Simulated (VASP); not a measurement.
# BN (F-43m) in VASP: notebook, part 2 of 2

VASP 6.6.1.

### 3 Dielectric tensor, PBE

This run uses another cell than the first one, of 5.88 Å³/atom.

The input, INCAR:

```
SYSTEM = BN
  ALGO = Normal
  EDIFF = 1E-8
  ENCUT = 520
  GGA = PE
  ISIF = 2
  ISMEAR = 0
  LASPH = .True.
  LCHARG = .False.
  LEPSILON = .True.
  LREAL = .False.
  LWAVE = .False.
  NELM = 100
  PREC = Accurate
  SIGMA = 0.01
```

The input, KPOINTS:

```
k-points
0
Gamma
  10 10 10
  0 0 0
```

The input, POSCAR:

```
BN
1.0
    0.0000000000      1.8048245554      1.8048245554
    1.8048245554      0.0000000000      1.8048245554
    1.8048245554      1.8048245554      0.0000000000
B N
1 1
Direct
    0.0000000000      0.0000000000      0.0000000000
    0.2500000000      0.2500000000      0.2500000000
```

Potentials or basis: VASP PAW PBE potentials, release 64 (B, N).

Launch:

```bash
$ cat potpaw_PBE.64/B/POTCAR potpaw_PBE.64/N/POTCAR > POTCAR
$ mpirun -np 1 vasp_std > vasp.out
```

OUTCAR:

```text
SYSTEM = BN
   EDIFF = 1E-8
   ENCUT = 520
   GGA = PE
   ISIF = 2
   ISMEAR = 0
   LASPH = .True.
   LEPSILON = .True.
   LREAL = .False.
   NELM = 100
   PREC = Accurate

 ion  position               nearest neighbor table
   1  0.000  0.000  0.000-   2 1.56   2 1.56   2 1.56   2 1.56
   2  0.250  0.250  0.250-   1 1.56   1 1.56   1 1.56   1 1.56

  LATTYP: Found a face centered cubic cell.
 ALAT       =     3.6096491108

  Lattice vectors:

 A1 = (   0.0000000000,   1.8048245554,   1.8048245554)
 A2 = (   1.8048245554,   0.0000000000,   1.8048245554)
 A3 = (   1.8048245554,   1.8048245554,   0.0000000000)

Analysis of symmetry for initial positions (statically):
=====================================================================
 Subroutine PRICEL returns:
 Original cell was already a primitive cell.

 Routine SETGRP: Setting up the symmetry group for a
 face centered cubic supercell.

 Subroutine GETGRP returns: Found 24 space group operations
 (whereof 24 operations were pure point group operations)
 out of a pool of 48 trial point group operations.

The static configuration has the point symmetry T_d .

Analysis of symmetry for dynamics (positions and initial velocities):
=====================================================================
 Subroutine PRICEL returns:
 Original cell was already a primitive cell.

 Routine SETGRP: Setting up the symmetry group for a
 face centered cubic supercell.

 Subroutine GETGRP returns: Found 24 space group operations
 (whereof 24 operations were pure point group operations)
 out of a pool of 48 trial point group operations.

The dynamic configuration has the point symmetry T_d .

 Subroutine INISYM returns: Found 24 space group operations
 (whereof 24 operations are pure point group operations),
 and found     1 'primitive' translations

----------------------------------------------------------------------------------------

                                     Primitive cell

  volume of cell :      11.7580

  direct lattice vectors                    reciprocal lattice vectors
     0.000000000  1.804824555  1.804824555    -0.277035238  0.277035238  0.277035238
     1.804824555  0.000000000  1.804824555     0.277035238 -0.277035238  0.277035238
     1.804824555  1.804824555  0.000000000     0.277035238  0.277035238 -0.277035238

  length of vectors
     2.552407364  2.552407364  2.552407364     0.479839107  0.479839107  0.479839107

  position of ions in fractional coordinates (direct lattice)
     0.000000000  0.000000000  0.000000000
     0.250000000  0.250000000  0.250000000

  ion indices of the primitive-cell ions
   primitive index   ion index
                 1           1
                 2           2

----------------------------------------------------------------------------------------

[... 373 lines left out ...]
      1      -9.0337      2.00000
      2       0.6641      2.00000
      3       2.9271      2.00000
      4       3.3669      2.00000
      5      13.5697      0.00000
      6      18.1245      0.00000
      7      22.9941      0.00000
      8      23.0874      0.00000

 [... further k-points ...]

  FORCE on cell =-STRESS in cart. coord.  units (eV):
  Direction    XX          YY          ZZ          XY          YZ          ZX
  --------------------------------------------------------------------------------------
  -------------------------------------------------------------------------------------
  Total        0.3679921      0.3679921      0.3679921     -0.0000000     -0.0000000      0.0000000
  in kB       50.1434332     50.1434332     50.1434332     -0.0000000     -0.0000000      0.0000000
  external PRESSURE =      50.1434332 kB  Pullay stress =       0.0000000 kB

 VOLUME and BASIS-vectors are now :
 -----------------------------------------------------------------------------
  energy-cutoff  :      520.00
  volume of cell :       11.76
      direct lattice vectors                 reciprocal lattice vectors
     0.000000000  1.804824555  1.804824555    -0.277035238  0.277035238  0.277035238
     1.804824555  0.000000000  1.804824555     0.277035238 -0.277035238  0.277035238
     1.804824555  1.804824555  0.000000000     0.277035238  0.277035238 -0.277035238

 POSITION                                       TOTAL-FORCE (eV/Angst)
 -----------------------------------------------------------------------------------
      0.00000      0.00000      0.00000         0.000000     -0.000000      0.000000
      0.90241      0.90241      0.90241        -0.000000      0.000000     -0.000000
 -----------------------------------------------------------------------------------
    total drift:                                0.000000      0.000000      0.000000

  FREE ENERGIE OF THE ION-ELECTRON SYSTEM (eV)
  ---------------------------------------------------
  free  energy   TOTEN  =       -17.4483600556 eV

  energy  without entropy=      -17.4483600556  energy(sigma->0) =      -17.44836006

 HEAD OF MICROSCOPIC STATIC DIELECTRIC TENSOR (INDEPENDENT PARTICLE, excluding Hartree and local field effects)
 ------------------------------------------------------
           4.696300    -0.000000     0.000000
          -0.000000     4.696300     0.000000
          -0.000000    -0.000000     4.696300
 ------------------------------------------------------

 Free energy of the ion-electron system (eV)
  ---------------------------------------------------
  ---------------------------------------------------
  free energy    TOTEN  =        -0.12659430 eV

  energy without entropy =       -0.12659430

------------------------ aborting loop because EDIFF is reached ----------------------------------------

--------------------------------------- Ionic step        2  -------------------------------------------

------------------------ aborting loop because EDIFF is reached ----------------------------------------

--------------------------------------- Ionic step        3  -------------------------------------------

 Free energy of the ion-electron system (eV)
  ---------------------------------------------------
  ---------------------------------------------------
  free energy    TOTEN  =        -0.12659422 eV

  energy without entropy =       -0.12659422

------------------------ aborting loop because EDIFF is reached ----------------------------------------

 PIEZOELECTRIC TENSOR FIELD DIRECTION 3  (e Angst)
 -----------------------------------------------------------------------------
    -0.00029 -0.76168  0.00000           ( -0.00000 -0.00417  0.00000)
    -0.76168 -0.00029  0.00000           ( -0.00417 -0.00000  0.00000)
     0.00000  0.00000  0.00022           (  0.00000  0.00000 -0.00000)

 PIEZOELECTRIC TENSOR FIELD DIRECTION 3  (C/m^2)
 -----------------------------------------------------------------------------
    -0.00040 -1.03789  0.00000
    -1.03789 -0.00040  0.00000
     0.00000  0.00000  0.00029

 MACROSCOPIC STATIC DIELECTRIC TENSOR (including local field effects in DFT)
 ------------------------------------------------------
           4.603215     0.000000    -0.000000
           0.000000     4.603215     0.000000
          -0.000000     0.000000     4.603215
 ------------------------------------------------------

 PIEZOELECTRIC TENSOR (including local field effects)  for field in x, y, z        (e  Angst)
          XX          YY          ZZ          XY          YZ          ZX
  --------------------------------------------------------------------------------
  x    -0.00000     0.00000     0.00000     0.00000    -0.76212     0.00000
  y    -0.00000    -0.00000     0.00000     0.00000     0.00000    -0.76212
  z    -0.00000     0.00000    -0.00000    -0.76212     0.00000     0.00000

 PIEZOELECTRIC TENSOR (including local field effects)  for field in x, y, z        (C/m^2)
          XX          YY          ZZ          XY          YZ          ZX
  --------------------------------------------------------------------------------
  x    -0.00000     0.00000     0.00000     0.00000    -1.03849     0.00000
  y    -0.00000    -0.00000     0.00000     0.00000     0.00000    -1.03849
  z    -0.00000     0.00000    -0.00000    -1.03849     0.00000     0.00000

 BORN EFFECTIVE CHARGES (including local field effects) (in |e|, cummulative output)
 ---------------------------------------------------------------------------------
 ion    1
    1     1.90533     0.00000     0.00000
    2     0.00000     1.90533    -0.00000
    3     0.00000     0.00000     1.90533
 ion    2
    1    -1.90533    -0.00000     0.00000
    2    -0.00000    -1.90533     0.00000
    3    -0.00000    -0.00000    -1.90533
```

stdout:

```text
POSCAR found type information on POSCAR B N
 POSCAR found :  2 types and       2 ions
 scaLAPACK will be used
 LDA part: xc-table for (Slater+PW92), standard interpolation
 POSCAR, INCAR and KPOINTS ok, starting setup
 FFT: planning ... GRIDC
 FFT: planning ... GRID_SOFT
 FFT: planning ... GRID
 WAVECAR not read
 entering main loop
 Linear response reoptimize wavefunctions to high precision
 Linear response G [H, r] |phi>, progress :
  Direction:   1
 Linear response G [H, r] |phi>, progress :
  Direction:   2
 Linear response G [H, r] |phi>, progress :
  Direction:   3
 Linear response to external field (no local field effect), progress :
  Direction:   1
 dielectric tensor                  component  1 :     5.374     1.851     0.489
 Linear response to external field (no local field effect), progress :
  Direction:   2
 dielectric tensor                  component  2 :     1.851     5.368    -0.621
 Linear response to external field (no local field effect), progress :
  Direction:   3
 dielectric tensor                  component  3 :     0.488    -0.621     3.346
 Linear response to external field, progress :
  Direction:   1
 dielectric tensor                  component  1 :     4.603     0.685     0.444
 Linear response to external field, progress :
  Direction:   2
 dielectric tensor                  component  2 :     0.567     4.603     0.402
 Linear response to external field, progress :
  Direction:   3
 dielectric tensor                  component  3 :     0.459     0.670     4.603
 Born effective charges drift removed
```

It took 56 s on 1 thread of Intel Xeon Platinum 8488C (Sapphire Rapids), shared host; peak memory 0.15 GiB.

What came out:

| Item | Value |
| --- | --- |
| Band gap on the k mesh | 4.46 eV (least direct gap 8.84 eV) |
| Electronic dielectric tensor (diagonal) | 4.60 |
| Born charges (mean of the diagonal) | B +1.91; N -1.91 e |

Electronic dielectric tensor:
```
4.60 0.00 0.00
0.00 4.60 0.00
0.00 0.00 4.60
```

Born effective charge tensors (e):
atom 1, B
```
1.91 0.00 0.00
0.00 1.91 0.00
0.00 0.00 1.91
```
atom 2, N
```
-1.91  0.00  0.00
 0.00 -1.91  0.00
 0.00  0.00 -1.91
```

A k mesh can miss the band edges. As with any semilocal functional, this PBE gap is likely too small.

### 4 Dielectric tensor, r2SCAN

This run uses another cell than the first one, of 5.88 Å³/atom.

The input, INCAR:

```
  ALGO = Normal
  EDIFF = 1E-8
  ENCUT = 520
  ISIF = 2
  ISMEAR = 0
  LASPH = T
  LCALCEPS = T
  LCHARG = F
  LMIXTAU = T
  LREAL = F
  LWAVE = F
  METAGGA = R2SCAN
  NELM = 100
  PREC = Accurate
  SIGMA = 0.01
```

The input, KPOINTS:

```
k-points
0
Gamma
  10 10 10
```

POSCAR is that of step 3.

Potentials or basis: VASP PAW PBE potentials, release 64 (B, N).

Launch:

```bash
$ cat potpaw_PBE.64/B/POTCAR potpaw_PBE.64/N/POTCAR > POTCAR
$ mpirun -np 1 vasp_std > vasp.out
```

OUTCAR:

```text
EDIFF = 1E-8
   ENCUT = 520
   ISIF = 2
   ISMEAR = 0
   LASPH = T
   LREAL = F
   METAGGA = R2SCAN
   NELM = 100
   PREC = Accurate

 ion  position               nearest neighbor table
   1  0.000  0.000  0.000-   2 1.56   2 1.56   2 1.56   2 1.56
   2  0.250  0.250  0.250-   1 1.56   1 1.56   1 1.56   1 1.56

  LATTYP: Found a face centered cubic cell.
 ALAT       =     3.6096491108

  Lattice vectors:

 A1 = (   0.0000000000,   1.8048245554,   1.8048245554)
 A2 = (   1.8048245554,   0.0000000000,   1.8048245554)
 A3 = (   1.8048245554,   1.8048245554,   0.0000000000)

Analysis of symmetry for initial positions (statically):
=====================================================================
 Subroutine PRICEL returns:
 Original cell was already a primitive cell.

 Routine SETGRP: Setting up the symmetry group for a
 face centered cubic supercell.

 Subroutine GETGRP returns: Found 24 space group operations
 (whereof 24 operations were pure point group operations)
 out of a pool of 48 trial point group operations.
[... 456 lines left out ...]

 PIEZOELECTRIC TENSOR (including local field effects) (C/m^2)
          XX          YY          ZZ          XY          YZ          ZX
  --------------------------------------------------------------------------------
  x    -0.00000     0.00000     0.00000     0.00000    -1.10223     0.00000
  y    -0.00000    -0.00000    -0.00000     0.00000    -0.00000    -1.10223
  z     0.00000     0.00000    -0.00000    -1.10223     0.00000    -0.00000

 BORN EFFECTIVE CHARGES (including local field effects) (in |e|, cummulative output)
 ---------------------------------------------------------------------------------
 ion    1
    1     2.02528     0.00000     0.00000
    2     0.00000     2.02528    -0.00000
    3     0.00000     0.00000     2.02528
 ion    2
    1    -2.02528     0.00000    -0.00000
    2     0.00000    -2.02528     0.00000
    3     0.00000     0.00000    -2.02528

  FORCE on cell =-STRESS in cart. coord.  units (eV):
  Direction    XX          YY          ZZ          XY          YZ          ZX
  --------------------------------------------------------------------------------------
  -------------------------------------------------------------------------------------
  Total        0.0837566      0.0837566      0.0837566      0.0000000      0.0000000      0.0000000
  in kB       11.4128601     11.4128601     11.4128601      0.0000000      0.0000000      0.0000000
  external PRESSURE =      11.4128601 kB  Pullay stress =       0.0000000 kB

 VOLUME and BASIS-vectors are now :
 -----------------------------------------------------------------------------
  energy-cutoff  :      520.00
  volume of cell :       11.76
      direct lattice vectors                 reciprocal lattice vectors
     0.000000000  1.804824555  1.804824555    -0.277035238  0.277035238  0.277035238
     1.804824555  0.000000000  1.804824555     0.277035238 -0.277035238  0.277035238
     1.804824555  1.804824555  0.000000000     0.277035238  0.277035238 -0.277035238

 POSITION                                       TOTAL-FORCE (eV/Angst)
 -----------------------------------------------------------------------------------
      0.00000      0.00000      0.00000         0.000000      0.000000      0.000000
      0.90241      0.90241      0.90241        -0.000000     -0.000000     -0.000000
 -----------------------------------------------------------------------------------
    total drift:                                0.000000      0.000000      0.000000

  FREE ENERGIE OF THE ION-ELECTRON SYSTEM (eV)
  ---------------------------------------------------
  free  energy   TOTEN  =       -19.1716228595 eV

  energy  without entropy=      -19.1716228595  energy(sigma->0) =      -19.17162286
```

Wall time 15 min (1 thread of Intel Xeon Platinum 8488C (Sapphire Rapids), shared host); peak memory 0.24 GiB.

Results:

```yaml
Band_gap_on_the_k_mesh: 4.98 eV (least direct gap 9.55 eV)
Electronic_dielectric_tensor_diagonal: 4.52
Born_charges_mean_of_the_diagonal: B +2.03; N -2.03 e
```

Electronic dielectric tensor:
```
4.52 0.00 0.00
0.00 4.52 0.00
0.00 0.00 4.52
```

Born effective charge tensors (e):
atom 1, B
```
2.03 0.00 0.00
0.00 2.03 0.00
0.00 0.00 2.03
```
atom 2, N
```
-2.03  0.00  0.00
 0.00 -2.03  0.00
 0.00  0.00 -2.03
```

Dipole moments of the cell (e·Å, modulo the quantum): ionic 4.512, 4.512, 4.512; electronic 0.002, 0.002, 0.005

Caveat: the PAW data sets were made with another functional, which shifts forces and pressure a little. A k mesh can miss the band edges.

### 5 The runs side by side

```csv
task,level,cell,gap on the mesh (eV)
vibrations by perturbation theory,PBEsol,"a = 2.550 Å, angles 60.0°, 2 atoms",-
dielectric tensor,PBE,"a = 2.552 Å, angles 60.0°, 2 atoms",4.46
dielectric tensor,r2SCAN,"a = 2.552 Å, angles 60.0°, 2 atoms",4.98
```

Alike in all rows: potentials or basis VASP PAW PBE potentials, release 64 (B, N); no spin polarisation; k mesh 10 × 10 × 10; cutoff (eV) 520; smearing gaussian 0.01 eV.

Caveats: the PAW data sets were made with another functional, which shifts forces and pressure a little (at least some runs).

Absolute energies hang on the potentials; compare differences alone.
